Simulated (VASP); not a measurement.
Input of a VASP 6.6.1 run:

The input INCAR:

```
  PREC = Accurate
  ENCUT = 520
  EDIFF = 1E-6
  ISMEAR = 0
  SIGMA = 0.1
  LREAL = False
  LASPH = True
  NELM = 80
  ALGO = Fast
  ISIF = 2
  LWAVE = False
  LCHARG = False
  GGA = PE
  NBANDS = 44
```

The input KPOINTS:

```
Automatic mesh
0
Gamma
  6 4 2
```

File POSCAR:

```
Sn2F
1.0
    3.1943753149      0.0000000000      0.0000000000
    0.5480266094      4.6323418552      0.0000000000
    0.1612478957      0.0850928262      9.9229296723
Sn F
4 2
Direct
    0.0862754996      0.0572912987      0.6093052482
    0.2045544537      0.5438227513      0.1527572123
    0.6961645417      0.3850868522      0.8891906334
    0.1988289445      0.0417044005      0.3153654442
    0.0331060258      0.5204138315      0.5740774274
    0.7810705348      0.9516808657      0.9593040343
```

Potentials or basis: VASP PAW PBE potentials, release 64 (Sn_d, F).

The run is started by

```sh
$ cat potpaw_PBE.64/Sn_d/POTCAR potpaw_PBE.64/F/POTCAR > POTCAR
$ mpirun -np 1 vasp_std > vasp.out
```

Question: Predict the pressure.

Answer: 0.9 GPa.

Question: What does it give for the band gap on the k mesh?

Answer: Zero (bands 35 and 36 overlap by 2.62 eV).

Question: Estimate the largest force.

Answer: 0.333 eV/Å.

Stress tensor (GPa, compression positive):
```
 1.17 -0.09 -0.40
-0.09  0.41 -0.78
-0.40 -0.78  1.17
```

Caveat: spin-orbit coupling is left out, which moves the levels of the heavy elements.
